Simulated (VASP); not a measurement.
# Cu (I4/mmm) in VASP: notebook, part 2 of 3

VASP 6.6.1.

## Step 3: Relaxation of cell and atoms, PBEsol, target pressure 10 GPa, at which the enthalpy is minimised

INCAR reads:

```
ALGO = Normal
EDIFF = 1E-7
EDIFFG = -0.01
ENCUT = 600
GGA = PS
IBRION = 2
ISIF = 3
ISMEAR = 1
LASPH = T
LCHARG = F
LREAL = F
LWAVE = F
NELM = 100
NSW = 80
PREC = Accurate
PSTRESS = 100.0
SIGMA = 0.1
```

KPOINTS reads:

```
k-points
0
Gamma
  15 15 15
```

POSCAR reads:

```
Cu
1.0
   -1.4427933200      1.4427933200      1.3760814500
    1.4427933200     -1.4427933200      1.3760814500
    1.4427933200      1.4427933200     -1.3760814500
Cu
1
Direct
    0.0000000000      0.0000000000      0.0000000000
```

Potentials or basis: VASP PAW PBE potentials, release 64 (Cu).

Command:

```bash
cat potpaw_PBE.64/Cu/POTCAR > POTCAR
mpirun -np 1 vasp_std > vasp.out
```

OUTCAR:

```text
EDIFF = 1E-7
   EDIFFG = -0.01
   ENCUT = 600
   GGA = PS
   IBRION = 2
   ISIF = 3
   ISMEAR = 1
   LASPH = T
   LREAL = F
   NELM = 100
   NSW = 80
   PREC = Accurate
   PSTRESS = 100.0

 ion  position               nearest neighbor table
   1  0.000  0.000  0.000-

  LATTYP: Found a body centered tetragonal cell.
 ALAT       =     2.8855866400
 C/A-ratio  =     0.9537620052

  Lattice vectors:

 A1 = (  -1.4427933200,   1.4427933200,   1.3760814500)
 A2 = (   1.4427933200,  -1.4427933200,   1.3760814500)
 A3 = (   1.4427933200,   1.4427933200,  -1.3760814500)

Analysis of symmetry for initial positions (statically):
=====================================================================
 Subroutine PRICEL returns:
 Original cell was already a primitive cell.

 Routine SETGRP: Setting up the symmetry group for a
 body centered tetragonal supercell.

 Subroutine GETGRP returns: Found 16 space group operations
 (whereof 16 operations were pure point group operations)
 out of a pool of 16 trial point group operations.

The static configuration has the point symmetry D_4h.

Analysis of symmetry for dynamics (positions and initial velocities):
=====================================================================
 Subroutine PRICEL returns:
 Original cell was already a primitive cell.

 Routine SETGRP: Setting up the symmetry group for a
 body centered tetragonal supercell.

 Subroutine GETGRP returns: Found 16 space group operations
 (whereof 16 operations were pure point group operations)
 out of a pool of 16 trial point group operations.

The dynamic configuration has the point symmetry D_4h.

 Subroutine INISYM returns: Found 16 space group operations
 (whereof 16 operations are pure point group operations),
 and found     1 'primitive' translations

----------------------------------------------------------------------------------------

                                     Primitive cell

  volume of cell :      11.4581

  direct lattice vectors                    reciprocal lattice vectors
    -1.442793320  1.442793320  1.376081450     0.000000000  0.346549983  0.363350585
     1.442793320 -1.442793320  1.376081450     0.346549983  0.000000000  0.363350585
     1.442793320  1.442793320 -1.376081450     0.346549983  0.346549983  0.000000000

  length of vectors
     2.461078074  2.461078074  2.461078074     0.502116060  0.502116060  0.490095685

  position of ions in fractional coordinates (direct lattice)
     0.000000000  0.000000000  0.000000000

  ion indices of the primitive-cell ions
   primitive index   ion index
                 1           1

----------------------------------------------------------------------------------------

 KPOINTS: k-points

Automatic generation of k-mesh.
 Grid dimensions read from file:
 generate k-points for:   15   15   15

 Generating k-lattice:

  Cartesian coordinates                     Fractional coordinates (reciprocal lattice)
     0.000000000  0.023103332  0.024223372     0.066666667 -0.000000000  0.000000000
[... 54 lines left out ...]
   LNONCOLLINEAR =      F non collinear calculations
   LSORBIT =      F    spin-orbit coupling
   LASPH  =      T    aspherical Exc in radial PAW
   ENCUT  =  600.0 eV  44.10 Ry    6.64 a.u.   4.92  4.92  4.92*2*pi/ulx,y,z
   NELM   =    100;   NELMIN=  2; NELMDL= -5     # of ELM steps
   EDIFF  = 0.1E-06   stopping-criterion for ELM
   LREAL  =      F    real-space projection
   EDIFFG = -.1E-01   stopping-criterion for IOM
   NSW    =     80    number of steps for IOM
   IBRION =      2    ionic relax: 0-MD 1-quasi-New 2-CG
   NFREE  =      1    steps in history (QN), initial steepest desc. (CG)
   ISIF   =      3    stress and relaxation
   ISYM   =      2    0-nonsym 1-usesym 2-fastsym
   POTIM  = 0.5000    time-step for ionic-motion
   TEBEG  =    0.0;   TEEND  =   0.0 temperature during run
   PSTRESS=  100.0 pullay stress
   NELECT =      11.0000    total number of electrons
   NUPDOWN=      -1.0000    fix difference up-down
   EMIN   =  10.00;   EMAX   =-10.00  energy-range for DOS
   EFERMI =   0.00;   METHOD = LEGACY
   ISMEAR =     1;   SIGMA  =   0.10  broadening in eV -4-tet -1-fermi 0-gaus
   EFERMI_NEDOS =   21; number of points for ismear=-14 and -15
   IALGO  =     38    algorithm
   IMIX   =      4    mixing-type and parameters
     AMIX     =   0.40;   BMIX     =  1.00
     AMIX_MAG =   1.60;   BMIX_MAG =  1.00
  volume/ion in A,a.u.               =      11.46        77.32
  Fermi-wavevector in a.u.,A,eV,Ry     =   1.614984  3.051878 35.486359  2.608174
  Thomas-Fermi vector in A             =   2.709805
   LORBIT       =      0    0 simple, 1 ext, 2 COOP (PROOUT), +10 PAW based schemes
   GGA     = PS    functional components
   LHFCALC =     F    Hartree Fock is set to
   AEXX    =    0.0000 exact exchange contribution
   IVDW    =     0    specifies the selected vdW correction
   LEPSILON=     F    determine dielectric tensor
   LRPA    =     F    only Hartree local field effects (RPA)
 conjugate gradient relaxation of ions
 non-spin polarized calculation
 Methfessel and Paxton  Order N= 1 SIGMA  =   0.10
  energy-cutoff  :      600.00
  volume of cell :       11.46
 maximum number of plane-waves:       402
   NGX =  9   NGY =  9   NGZ =  9

--------------------------------------- Ionic step        1  -------------------------------------------

 number of electron      11.0000000 magnetization

 Free energy of the ion-electron system (eV)
  ---------------------------------------------------
  ext. energy  EPLUGINS =         0.00000000
  ---------------------------------------------------
  free energy    TOTEN  =        -4.27439860 eV

  energy without entropy =       -4.27396005  energy(sigma->0) =       -4.27425242

------------------------ aborting loop because EDIFF is reached ----------------------------------------

  FORCE on cell =-STRESS in cart. coord.  units (eV):
  Direction    XX          YY          ZZ          XY          YZ          ZX
  --------------------------------------------------------------------------------------
  -------------------------------------------------------------------------------------
  Total       -0.0347012     -0.0347012     -0.0616892      0.0000000      0.0000000      0.0000000
  in kB       -4.8522465     -4.8522465     -8.6259528      0.0000000      0.0000000      0.0000000
  external PRESSURE =    -106.1101486 kB  Pullay stress =     100.0000000 kB
[... 94 lines left out ...]
  energy  without entropy=       -4.2565689283  energy(sigma->0) =       -4.25684488

  enthalpy is  TOTEN    =        -3.5819354472 eV   P V=        0.6750474046

[... ionic steps 4 to 8 ...]

--------------------------------------- Ionic step        9  -------------------------------------------

 number of electron      11.0000004 magnetization

------------------------ aborting loop because EDIFF is reached ----------------------------------------
[... 69 lines left out ...]
--------------------------------------- Ionic step       11  -------------------------------------------

 number of electron      11.0000011 magnetization

 Free energy of the ion-electron system (eV)
  ---------------------------------------------------
  ext. energy  EPLUGINS =         0.00000000
  ---------------------------------------------------
  free energy    TOTEN  =        -4.25662424 eV

  energy without entropy =       -4.25682806  energy(sigma->0) =       -4.25669218

 E-fermi :   8.5257     XC(G=0): -13.4385

 val. band max:        8.4265303805   @ k =  -0.1333  -0.4000   0.0667
 cond. band min:       8.5392056961   @ k =  -0.3333   0.4667   0.0667
 fundamental gap:      0.1126753157
 Fermi energy:         8.5257479120

 k-point     1 :       0.0000    0.0000    0.0000
  band No.  band energies     occupation
      1      -1.5311      2.00000
      2       5.1094      2.00000
      3       5.1764      2.00000
      4       5.1764      2.00000
      5       6.2800      2.00000
      6       6.3506      2.00000
      7      34.3360      0.00000
      8      34.3360      0.00000
      9      34.7041      0.00000
[... 265 lines left out ...]
 k-point    24 :       0.2000    0.1333   -0.0000
  band No.  band energies     occupation
      1       1.5995      2.00000
      2       4.6948      2.00000
      3       4.8314      2.00000
      4       6.0817      2.00000
      5       6.4242      2.00000
      6       6.5751      2.00000
      7      22.4375      0.00000
      8      24.7685      0.00000
      9      29.0600      0.00000

 [... further k-points ...]

------------------------ aborting loop because EDIFF is reached ----------------------------------------

  FORCE on cell =-STRESS in cart. coord.  units (eV):
  Direction    XX          YY          ZZ          XY          YZ          ZX
  --------------------------------------------------------------------------------------
  -------------------------------------------------------------------------------------
  Total        0.6729697      0.6729697      0.6652366      0.0000000      0.0000000     -0.0000000
  in kB       99.8069390     99.8069390     98.6600596      0.0000000      0.0000000     -0.0000000
  external PRESSURE =      -0.5753541 kB  Pullay stress =     100.0000000 kB
[... 20 lines left out ...]
  energy  without entropy=       -4.2568280611  energy(sigma->0) =       -4.25669218

  enthalpy is  TOTEN    =        -3.5823527971 eV   P V=        0.6742714417

 reached required accuracy - stopping structural energy minimisation
```

OSZICAR:

```text
N       E                     dE             d eps       ncg     rms          rms(c)
DAV:   1     0.379086538283E+02    0.37909E+02   -0.62354E+03  5368   0.232E+03
DAV:   2    -0.488074889565E+01   -0.42789E+02   -0.40813E+02  5214   0.206E+02
DAV:   3    -0.535044418637E+01   -0.46970E+00   -0.46737E+00  5972   0.311E+01
[... 87 lines left out ...]
DAV:   3    -0.425711745059E+01    0.31998E-02   -0.60877E-03  7241   0.218E+00    0.167E-01
DAV:   4    -0.425662189259E+01    0.49556E-03   -0.18906E-03  6791   0.111E+00    0.164E-02
DAV:   5    -0.425662401461E+01   -0.21220E-05   -0.12611E-05  6304   0.897E-02    0.664E-03
DAV:   6    -0.425662426382E+01   -0.24921E-06   -0.57139E-07  5550   0.124E-02    0.331E-04
DAV:   7    -0.425662423881E+01    0.25015E-07   -0.14892E-08  2822   0.622E-03
  11 F= -.35823528E+01 E0= -.35824207E+01  d E =-.373320E-03
```

Run time: 4.2 min. Hardware: 1 thread of Intel Xeon 8259CL, shared host; peak memory 0.17 GiB.

What came out:

| Quantity | Value |
| --- | --- |
| Free energy | -4.2566 eV |
| Relaxed volume | 10.80 Å³/atom |
| Relaxed cell | a = 2.412 Å, b = 2.412 Å, c = 2.412 Å, α = 109.07°, β = 109.07°, γ = 110.28° |
| Space group after relaxing (to 0.1 Å) | Im-3m (No. 229) |
| Energy change on relaxing (the run minimises the enthalpy) | +17.8 meV/atom |
| Ionic steps | 11 |
| Pressure after relaxing | 9.9 GPa |
| Band gap on the k mesh | zero (an odd number of electrons rules out a gap without spin polarisation) |

Stress tensor (GPa, compression positive):
```
9.98 0.00 0.00
0.00 9.98 0.00
0.00 0.00 9.87
```

The path:
```tsv
step	energy change (eV)	largest force (eV/Å)	pressure (GPa)	volume (Å³)
1	0.0000	0.0000	-0.61	11.46
2	0.0744	0.0000	22.82	10.25
3	0.0174	0.0000	9.91	10.82
4	0.0182	0.0000	10.13	10.80
5	0.0174	0.0000	9.89	10.82
6	0.0165	0.0000	9.61	10.83
7	0.0165	0.0000	9.61	10.83
8	0.0166	0.0000	9.63	10.83
9	0.0167	0.0000	9.65	10.82
10	0.0169	0.0000	9.72	10.82
11	0.0178	0.0000	9.94	10.80
```

Final structure:
```
Cu
1.0
    -1.39962    1.39962    1.37868
     1.39962   -1.39962    1.37868
     1.39962    1.39962   -1.37868
Cu
1
Direct
  0.00000 0.00000 0.00000
```

Caveat: the cell is relaxed towards a set pressure, so the run minimises the enthalpy, not the energy; the PAW data sets were made with another functional, which shifts forces and pressure a little.

## Step 4: Relaxation of cell and atoms, PBEsol, target pressure 20 GPa, at which the enthalpy is minimised

INCAR reads:

```
ALGO = Normal ; EDIFF = 1E-6
EDIFFG = -0.01 ; ENCUT = 600
GGA = PS ; IBRION = 2
ISIF = 3 ; ISMEAR = 1
LASPH = T ; LCHARG = F
LREAL = F ; LWAVE = F
NELM = 80 ; NSW = 80
PREC = Accurate ; PSTRESS = 200.0
SIGMA = 0.1
```

KPOINTS is that of step 3.

POSCAR is that of step 3.

Potentials or basis: VASP PAW PBE potentials, release 64 (Cu).

Command:

```bash
cat potpaw_PBE.64/Cu/POTCAR > POTCAR
mpirun -np 1 vasp_std > vasp.out
```

OUTCAR:

```text
EDIFF = 1E-6
   EDIFFG = -0.01
   ENCUT = 600
   GGA = PS
   IBRION = 2
   ISIF = 3
   ISMEAR = 1
   LASPH = T
   LREAL = F
   NELM = 80
   NSW = 80
   PREC = Accurate
   PSTRESS = 200.0

 ion  position               nearest neighbor table
   1  0.000  0.000  0.000-

  LATTYP: Found a body centered tetragonal cell.
 ALAT       =     2.8855866400
 C/A-ratio  =     0.9537620052

  Lattice vectors:

 A1 = (  -1.4427933200,   1.4427933200,   1.3760814500)
 A2 = (   1.4427933200,  -1.4427933200,   1.3760814500)
 A3 = (   1.4427933200,   1.4427933200,  -1.3760814500)

Analysis of symmetry for initial positions (statically):
=====================================================================
 Subroutine PRICEL returns:
[... 226 lines left out ...]
      9      39.3342      0.00000
[... 345 lines left out ...]
  energy  without entropy=       -4.2178920226  energy(sigma->0) =       -4.21805525

  enthalpy is  TOTEN    =        -2.9219698714 eV   P V=        1.2961669937

[... ionic steps 4 to 10 ...]

--------------------------------------- Ionic step       11  -------------------------------------------

 number of electron      11.0000005 magnetization

------------------------ aborting loop because EDIFF is reached ----------------------------------------
[... 69 lines left out ...]
--------------------------------------- Ionic step       13  -------------------------------------------

 number of electron      11.0000004 magnetization

 Free energy of the ion-electron system (eV)
  ---------------------------------------------------
  ext. energy  EPLUGINS =         0.00000000
  ---------------------------------------------------
  free energy    TOTEN  =        -4.21488366 eV

  energy without entropy =       -4.21504759  energy(sigma->0) =       -4.21493831

 E-fermi :   9.1403     XC(G=0): -13.6989

 val. band max:        9.0285951053   @ k =  -0.1333  -0.4000   0.0667
 cond. band min:       9.1413906050   @ k =  -0.3333   0.4667   0.0667
 fundamental gap:      0.1127954996
 Fermi energy:         9.1402969150

 k-point     1 :       0.0000    0.0000    0.0000
  band No.  band energies     occupation
      1      -1.2899      2.00000
      2       5.5347      2.00000
      3       5.6283      2.00000
      4       5.6283      2.00000
      5       6.7823      2.00000
      6       6.8810      2.00000
      7      35.2989      0.00000
      8      35.2989      0.00000
      9      35.7966      0.00000
[... 308 lines left out ...]
  energy  without entropy=       -4.2150475948  energy(sigma->0) =       -4.21493831

  enthalpy is  TOTEN    =        -2.9229114846 eV   P V=        1.2919721785

 reached required accuracy - stopping structural energy minimisation
```

CONTCAR:

```text
Cu
   1.00000000000000
    -1.3818768162476063    1.3818768162476063    1.3549868971166694
     1.3818768162476063   -1.3818768162476063    1.3549868971166694
     1.3818768162476063    1.3818768162476063   -1.3549868971166694
  Cu
     1
Direct
     0.0000000000000000    0.0000000000000000    0.0000000000000000

  0.00000000E+00  0.00000000E+00  0.00000000E+00
```

It took 4.3 min on 1 thread of Intel Xeon 8259CL, shared host; peak memory 0.17 GiB.

Results:

* Free energy: -4.2149 eV
* Relaxed volume: 10.35 Å³/atom
* Relaxed cell: a = 2.378 Å, b = 2.378 Å, c = 2.378 Å, α = 108.94°, β = 108.94°, γ = 110.53°
* Space group after relaxing (to 0.1 Å): Im-3m (No. 229)
* Energy change on relaxing (the run minimises the enthalpy): +59.5 meV/atom
* Ionic steps: 13
* Pressure after relaxing: 20.0 GPa
* Band gap on the k mesh: zero (an odd number of electrons rules out a gap without spin polarisation)

Step by step:
| step | energy change (eV) | largest force (eV/Å) | pressure (GPa) | volume (Å³) |
| --- | --- | --- | --- | --- |
| 1 | 0.0000 | 0.0000 | -0.63 | 11.46 |
| 2 | 0.3394 | 0.0000 | 60.70 | 9.18 |
| 3 | 0.0563 | 0.0000 | 19.25 | 10.38 |
| 4 | 0.0594 | 0.0000 | 19.87 | 10.36 |
| 5 | 0.0621 | 0.0000 | 20.41 | 10.34 |
| 6 | 0.0575 | 0.0000 | 19.57 | 10.37 |
| 7 | 0.0565 | 0.0000 | 19.36 | 10.38 |
| 8 | 0.0566 | 0.0000 | 19.39 | 10.38 |
| 9 | 0.0569 | 0.0000 | 19.49 | 10.37 |
| 10 | 0.0579 | 0.0000 | 19.69 | 10.36 |
| 11 | 0.0582 | 0.0000 | 19.73 | 10.36 |
| 12 | 0.0608 | 0.0000 | 20.24 | 10.34 |
| 13 | 0.0595 | 0.0000 | 20.02 | 10.35 |

Final structure:
```
CELL_PARAMETERS angstrom
-1.38188 1.38188 1.35499
1.38188 -1.38188 1.35499
1.38188 1.38188 -1.35499
ATOMIC_POSITIONS crystal
Cu 0.00000 0.00000 0.00000
```

Caveat: the cell is relaxed towards a set pressure, so the run minimises the enthalpy, not the energy; the PAW data sets were made with another functional, which shifts forces and pressure a little.

(Continued in part 3 of 3.)

The gap in the log of VASP goes by the Fermi energy; the results here count the filled bands.